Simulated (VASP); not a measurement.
Wanted: the native input for a VASP 6.6.1 run.

| Property | Result |
| --- | --- |
| Task | relaxation of shape and atoms at fixed volume |
| Functional | PBE |
| Potentials or basis | VASP PAW PBE potentials, release 64 (Hf_pv, Ti_sv, O) |
| Cutoff | 600 eV |
| k mesh | 8 × 8 × 6 |
| Occupations | gaussian, width 0.1 eV |
| Spin | no spin polarisation |
| Dipole correction | no |
| Further INCAR settings | ALGO = Normal; EDIFF = 1e-07; IBRION = 2; EDIFFG = -0.01; NSW = 50; ISIF = 4 |

The structure of Hf3TiO3 lies in POSCAR:

```
Hf3TiO3
1.0
    4.1537672373      0.0000000000      0.0000000000
    0.0000000000      4.1537672373      0.0000000000
    0.0000000000      0.0000000000      4.8095176249
Hf Ti O
3 1 3
Direct
    0.5000000000      0.0000000000      0.3967133764
    0.0000000000      0.5000000000      0.3967133764
    0.5000000000      0.5000000000      0.9441771492
    0.0000000000      0.0000000000      0.9499111698
    0.0000000000      0.0000000000      0.5279519269
    0.5000000000      0.0000000000      0.8479485507
    0.0000000000      0.5000000000      0.8479485507
```

This cell differs from its parent crystal: volume scaled by 0.88.

These files were run (other wordings do the same):

INCAR

```
  PREC = Accurate
  ENCUT = 600
  EDIFF = 1E-7
  ISMEAR = 0
  SIGMA = 0.1
  LREAL = False
  LASPH = True
  NELM = 120
  ALGO = Normal
  ISIF = 4
  LWAVE = False
  LCHARG = False
  GGA = PE
  IBRION = 2
  NSW = 50
  EDIFFG = -0.01
  GGA_COMPAT = False
  NELMIN = 4
```

KPOINTS

```
regular mesh
0
Gamma
  8 8 6
```

Potentials or basis: VASP PAW PBE potentials, release 64 (Hf_pv, Ti_sv, O).

Launch:

```console
$ cat potpaw_PBE.64/Hf_pv/POTCAR potpaw_PBE.64/Ti_sv/POTCAR potpaw_PBE.64/O/POTCAR > POTCAR
$ mpirun -np 1 vasp_std > vasp.out
```

Results of the run:

```
Energy gained by relaxing    : 1.5 meV/atom
Ionic steps                  : 7
Pressure after relaxing      : 23.8 GPa
Largest force after relaxing : 0.005 eV/Å
Band gap on the k mesh       : zero (band 30 reaches 8.56 eV, above the bottom of band 31 at 8.20 eV)
```

Caveat: spin-orbit coupling is left out, which moves the levels of the heavy elements.

Wall time 29 min on 1 thread of Intel Xeon 8259CL, on a shared host, peak memory 0.37 GiB.
